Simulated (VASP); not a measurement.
Set up this calculation in VASP 6.6.1, as the native input.

* Task: single point
* Functional: PBE
* Dispersion: D3(BJ)
* Potentials or basis: VASP PAW PBE potentials, release 64 (Cd_sv_GW, F)
* Cutoff: 600 eV
* k mesh: 6 × 6 × 4
* Occupations: gaussian, width 0.1 eV
* Spin: no spin polarisation
* Dipole correction: no
* Further INCAR settings: ALGO = Normal; EDIFF = 1e-06; NBANDS = 43

The structure of CdF2 lies in POSCAR:

```
CdF2
1.0
    3.6532627841      0.0000000000      0.0000000000
   -1.8266313921      3.1638183777      0.0000000000
    0.0000000000      0.0000000000      7.1760141322
Cd F
2 4
Direct
    0.6666666667      0.3333333333      0.6641909629
    0.3333333333      0.6666666667      0.1641909629
    0.0000000000      0.0000000000      0.7766589235
    0.3333333333      0.6666666667      0.5253790936
    0.6666666667      0.3333333333      0.0253790936
    0.0000000000      0.0000000000      0.2766589235
```

These files were run (other wordings do the same):

INCAR

```
ALGO     = Normal         # electronic algorithm
EDIFF    = 1E-6           # SCF threshold, eV
ENCUT    = 600            # plane-wave cutoff, eV
GGA      = PE             # functional
GGA_COMPAT= False        
ISIF     = 2              # what is computed and relaxed
ISMEAR   = 0              # smearing method
IVDW     = 12             # dispersion correction
LASPH    = True           # aspherical terms in the spheres
LCHARG   = True           # write CHGCAR
LELF     = True           # ELF
LREAL    = False          # projectors in reciprocal space
LVHAR    = True         
LWAVE    = False          # write WAVECAR
NBANDS   = 43             # bands
NELM     = 120            # most SCF steps
PREC     = Accurate       # precision mode
SIGMA    = 0.1            # smearing width, eV
```

KPOINTS

```
k-points
0
Gamma
  6 6 4
```

Potentials or basis: VASP PAW PBE potentials, release 64 (Cd_sv_GW, F).

Command:

```console
$ cat potpaw_PBE.64/Cd_sv_GW/POTCAR potpaw_PBE.64/F/POTCAR > POTCAR
$ mpirun -np 1 vasp_std > vasp.out
```

It gave:

```json
{
  "Pressure": "-0.7 GPa",
  "Largest force": "0.015 eV/Å",
  "Band gap on the k mesh": "2.84 eV (least direct gap 2.96 eV)",
  "Dispersion energy per atom": "-0.158 eV"
}
```

Run time: 62 s on 1 thread of Intel(R) Xeon(R) 6975P-C (Granite Rapids) (shared host), peak memory 0.28 GiB.
